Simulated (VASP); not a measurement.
A run of VASP 6.6.1 is set up as follows.

POSCAR

```
V
1.0
   -1.5632333928      1.5632333928      1.5632333928
    1.5632333928     -1.5632333928      1.5632333928
    1.5632333928      1.5632333928     -1.5632333928
V
1
Direct
    0.0000000000      0.0000000000      0.0000000000
```

File INCAR.step1:

```
GGA = PS ; ISPIN = 2
MAGMOM = 2 ; LORBIT = 11
LDAU = True ; LDAUTYPE = 2
LDAUL = 2 ; LDAUU = 6
LDAUJ = 0 ; ISMEAR = -1
SIGMA = 0.02 ; LWAVE = False
LCHARG = False ; NSW = 80
PREC = Normal ; LASPH = True
LREAL = False ; ALGO = Normal
EDIFF = 1E-7 ; NELM = 200
GGA_COMPAT = False ; IBRION = 2
ISIF = 3 ; EDIFFG = -0.02
NELMIN = 4 ; ENCUT = 700
LMAXMIX = 4 ; KPAR = 2
POTIM = 0.5
```

Contents of INCAR.step3:

```
GGA = PS ; ISPIN = 2
MAGMOM = 2 ; LORBIT = 11
LDAU = True ; LDAUTYPE = 2
LDAUL = 2 ; LDAUU = 6
LDAUJ = 0 ; ISMEAR = -1
SIGMA = 0.02 ; LWAVE = False
LCHARG = False ; PREC = Normal
LASPH = True ; LREAL = False
ALGO = Normal ; EDIFF = 1E-7
NELM = 200 ; GGA_COMPAT = False
ISIF = 2 ; ENCUT = 700
LMAXMIX = 4 ; KPAR = 2
```

Contents of KPOINTS:

```
Automatic mesh
0
Gamma
  16 16 16
  0 0 0
```

Potentials or basis: VASP PAW PBE potentials, release 64 (V_sv).

Command:

```console
$ cat potpaw_PBE.64/V_sv/POTCAR > POTCAR
$ cp INCAR.step1 INCAR
$ cp POSCAR.step1 POSCAR
$ mpirun -np 2 vasp_std > vasp.out
$ cp CONTCAR POSCAR
$ mpirun -np 2 vasp_std > vasp.out
$ cp CONTCAR POSCAR
$ cp INCAR.step3 INCAR
$ mpirun -np 2 vasp_std > vasp.out
```

(1) What does it give for the band gap on the k mesh?

(2) What does it give for the relaxed cell?

(3) Predict the net moment.

## Answers

(1) zero (filled and empty bands overlap).

(2) a = 3.046 Å, b = 3.046 Å, c = 3.046 Å, α = 109.47°, β = 109.47°, γ = 109.47°.

(3) 3.00 μB per cell.

Caveat: the electronic state changed during the relaxation; the U is typed as a test and isn't derived for this compound.
